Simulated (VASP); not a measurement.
# Sr (Fm-3m) in VASP: single point with PBE

Aim: the single point of Sr with PBE.

All numbers are computed with VASP 6.6.1; they aren't measurements. Logs are shortened: lines on timing, memory, paths and dates and some standing lists are left out, and cuts for length are marked.

## Step 1: The cell of the first run

It takes space group Fm-3m (No. 225, cubic). Conventional cell: a = 6.085 Å, b = 6.085 Å, c = 6.085 Å, α = 90.00°, β = 90.00°, γ = 90.00°. Within 5.6 Å of Sr (site symmetry m-3m) lie 12 Sr at 4.30 Å.

## Step 2: Single point, PBE

Input file INCAR:

```
SYSTEM = Sr
PREC = Accurate
ENCUT = 500
EDIFF = 1E-6
ISMEAR = 0
SIGMA = 0.1
LREAL = .FALSE.
LASPH = .TRUE.
NELM = 120
ALGO = Normal
ISIF = 2
LWAVE = .FALSE.
LCHARG = .TRUE.
GGA = PE
LELF = .TRUE.
LVHAR = .TRUE.
NBANDS = 11
GGA_COMPAT = .FALSE.
```

Input file KPOINTS:

```
regular mesh
0
G
  6 6 6
  0 0 0
```

Input file POSCAR:

```
Sr
1.0
    0.0000000000      3.0423500000      3.0423500000
    3.0423500000      0.0000000000      3.0423500000
    3.0423500000      3.0423500000      0.0000000000
Sr
1
Direct
    0.0000000000      0.0000000000      0.0000000000
```

Potentials or basis: VASP PAW PBE potentials, release 64 (Sr_sv).

The run is started by

```console
$ cat potpaw_PBE.64/Sr_sv/POTCAR > POTCAR
$ mpirun -np 1 vasp_std > vasp.out
```

OUTCAR:

```text
SYSTEM = Sr
   PREC = Accurate
   ENCUT = 500
   EDIFF = 1E-6
   ISMEAR = 0
   LREAL = .FALSE.
   LASPH = .TRUE.
   NELM = 120
   ISIF = 2
   GGA = PE

 ion  position               nearest neighbor table
   1  0.000  0.000  0.000-

  LATTYP: Found a face centered cubic cell.
 ALAT       =     6.0847000000

  Lattice vectors:

 A1 = (   0.0000000000,   3.0423500000,   3.0423500000)
 A2 = (   3.0423500000,   0.0000000000,   3.0423500000)
 A3 = (   3.0423500000,   3.0423500000,   0.0000000000)

Analysis of symmetry for initial positions (statically):
=====================================================================
 Subroutine PRICEL returns:
 Original cell was already a primitive cell.

 Routine SETGRP: Setting up the symmetry group for a
 face centered cubic supercell.

 Subroutine GETGRP returns: Found 48 space group operations
 (whereof 48 operations were pure point group operations)
 out of a pool of 48 trial point group operations.

The static configuration has the point symmetry O_h .

Analysis of symmetry for dynamics (positions and initial velocities):
=====================================================================
 Subroutine PRICEL returns:
 Original cell was already a primitive cell.

 Routine SETGRP: Setting up the symmetry group for a
 face centered cubic supercell.

 Subroutine GETGRP returns: Found 48 space group operations
 (whereof 48 operations were pure point group operations)
 out of a pool of 48 trial point group operations.

The dynamic configuration has the point symmetry O_h .

 Subroutine INISYM returns: Found 48 space group operations
 (whereof 48 operations are pure point group operations),
 and found     1 'primitive' translations

----------------------------------------------------------------------------------------

                                     Primitive cell

  volume of cell :      56.3193

  direct lattice vectors                    reciprocal lattice vectors
     0.000000000  3.042350000  3.042350000    -0.164346640  0.164346640  0.164346640
     3.042350000  0.000000000  3.042350000     0.164346640 -0.164346640  0.164346640
     3.042350000  3.042350000  0.000000000     0.164346640  0.164346640 -0.164346640

  length of vectors
     4.302532631  4.302532631  4.302532631     0.284656730  0.284656730  0.284656730

  position of ions in fractional coordinates (direct lattice)
     0.000000000  0.000000000  0.000000000

[... 70 lines left out ...]
   IBRION =     -1    ionic relax: 0-MD 1-quasi-New 2-CG
   NFREE  =      0    steps in history (QN), initial steepest desc. (CG)
   ISIF   =      2    stress and relaxation
   ISYM   =      2    0-nonsym 1-usesym 2-fastsym
   POTIM  = 0.5000    time-step for ionic-motion
   TEBEG  =    0.0;   TEEND  =   0.0 temperature during run
   PSTRESS=    0.0 pullay stress
   NELECT =      10.0000    total number of electrons
   NUPDOWN=      -1.0000    fix difference up-down
   EMIN   =  10.00;   EMAX   =-10.00  energy-range for DOS
   EFERMI =   0.00;   METHOD = LEGACY
   ISMEAR =     0;   SIGMA  =   0.10  broadening in eV -4-tet -1-fermi 0-gaus
   EFERMI_NEDOS =   21; number of points for ismear=-14 and -15
   IALGO  =     38    algorithm
   IMIX   =      4    mixing-type and parameters
     AMIX     =   0.40;   BMIX     =  1.00
     AMIX_MAG =   1.60;   BMIX_MAG =  1.00
  volume/ion in A,a.u.               =      56.32       380.06
  Fermi-wavevector in a.u.,A,eV,Ry     =   0.920144  1.738819 11.519569  0.846664
  Thomas-Fermi vector in A             =   2.045416
   LORBIT       =      0    0 simple, 1 ext, 2 COOP (PROOUT), +10 PAW based schemes
   GGA     = PE    functional components
   LHFCALC =     F    Hartree Fock is set to
   AEXX    =    0.0000 exact exchange contribution
   IVDW    =     0    specifies the selected vdW correction
   LEPSILON=     F    determine dielectric tensor
   LRPA    =     F    only Hartree local field effects (RPA)
 non-spin polarized calculation
 Gauss-broadening in eV      SIGMA  =   0.10
  energy-cutoff  :      500.00
  volume of cell :       56.32
 maximum number of plane-waves:      1459
   NGX = 15   NGY = 15   NGZ = 15

 number of electron      10.0000000 magnetization

 Free energy of the ion-electron system (eV)
  ---------------------------------------------------
  ext. energy  EPLUGINS =         0.00000000
  ---------------------------------------------------
  free energy    TOTEN  =        -1.61746397 eV

  energy without entropy =       -1.60365932  energy(sigma->0) =       -1.61056164

 E-fermi :   1.5008     XC(G=0):  -7.2773

 val. band max:        1.4865793254   @ k =  -0.3333   0.3333   0.1667
 cond. band min:       1.5237562236   @ k =  -0.3333   0.3333   0.1667
 fundamental gap:      0.0371768982
 Fermi energy:         1.5008415129

 k-point     1 :       0.0000    0.0000    0.0000
  band No.  band energies     occupation
      1     -35.1523      2.00000
      2     -17.0446      2.00000
      3     -17.0446      2.00000
      4     -17.0446      2.00000
      5      -2.1050      2.00000
      6       3.8249      0.00000
      7       3.8249      0.00000
      8       3.8249      0.00000
      9       5.2553      0.00000
     10       5.2553      0.00000
     11       8.5332      0.00000
[... 197 lines left out ...]
 k-point    16 :      -0.3333    0.5000    0.1667
  band No.  band energies     occupation
      1     -35.1358      2.00000
      2     -17.1879      2.00000
      3     -17.1362      2.00000
      4     -17.1114      2.00000
      5       1.3502      1.96682
      6       1.9847      0.00000
      7       2.2963      0.00000
      8       4.2023      0.00000
      9       6.5652      0.00000
     10       6.7177      0.00000
     11       6.8019      0.00000

------------------------ aborting loop because EDIFF is reached ----------------------------------------

  FORCE on cell =-STRESS in cart. coord.  units (eV):
  Direction    XX          YY          ZZ          XY          YZ          ZX
  --------------------------------------------------------------------------------------
  -------------------------------------------------------------------------------------
  Total       -0.1047894     -0.1047894     -0.1047894     -0.0000000      0.0000000      0.0000000
  in kB       -2.9810571     -2.9810571     -2.9810571     -0.0000000      0.0000000      0.0000000
  external PRESSURE =      -2.9810571 kB  Pullay stress =       0.0000000 kB

 VOLUME and BASIS-vectors are now :
 -----------------------------------------------------------------------------
  energy-cutoff  :      500.00
  volume of cell :       56.32
      direct lattice vectors                 reciprocal lattice vectors
     0.000000000  3.042350000  3.042350000    -0.164346640  0.164346640  0.164346640
     3.042350000  0.000000000  3.042350000     0.164346640 -0.164346640  0.164346640
     3.042350000  3.042350000  0.000000000     0.164346640  0.164346640 -0.164346640

 POSITION                                       TOTAL-FORCE (eV/Angst)
 -----------------------------------------------------------------------------------
      0.00000      0.00000      0.00000         0.000000      0.000000     -0.000000
 -----------------------------------------------------------------------------------
    total drift:                                0.000000      0.000000      0.000000

  FREE ENERGIE OF THE ION-ELECTRON SYSTEM (eV)
  ---------------------------------------------------
  free  energy   TOTEN  =        -1.6174639679 eV

  energy  without entropy=       -1.6036593211  energy(sigma->0) =       -1.61056164
```

OSZICAR:

```text
N       E                     dE             d eps       ncg     rms          rms(c)
DAV:   1     0.323436505516E+02    0.32344E+02   -0.46017E+03   352   0.758E+02
DAV:   2     0.413505797862E-01   -0.32302E+02   -0.31612E+02   414   0.145E+02
DAV:   3    -0.153808841923E+01   -0.15794E+01   -0.15570E+01   534   0.233E+01
DAV:   4    -0.161330229571E+01   -0.75214E-01   -0.74978E-01   465   0.465E+00
DAV:   5    -0.161477270048E+01   -0.14704E-02   -0.14703E-02   490   0.577E-01    0.110E+01
DAV:   6    -0.161630307093E+01   -0.15304E-02   -0.68934E-03   417   0.937E-01    0.620E+00
DAV:   7    -0.161744635561E+01   -0.11433E-02   -0.11673E-02   379   0.122E+00    0.292E-01
DAV:   8    -0.161742950029E+01    0.16855E-04   -0.13741E-03   524   0.219E-01    0.738E-02
DAV:   9    -0.161745188631E+01   -0.22386E-04   -0.39775E-05   437   0.435E-02    0.277E-02
DAV:  10    -0.161746457185E+01   -0.12686E-04   -0.61268E-06   416   0.212E-02    0.562E-03
DAV:  11    -0.161746396788E+01    0.60397E-06   -0.35421E-07   278   0.484E-03
   1 F= -.16174640E+01 E0= -.16105616E+01  d E =-.138046E-01
```

Wall time 28 s (1 thread of AMD EPYC 7R13, shared host); peak memory 0.14 GiB.

Results:

```
Free energy            : -1.6175 eV
Pressure               : -0.3 GPa
Band gap on the k mesh : 0.04 eV, direct
```

A k mesh can miss the band edges.
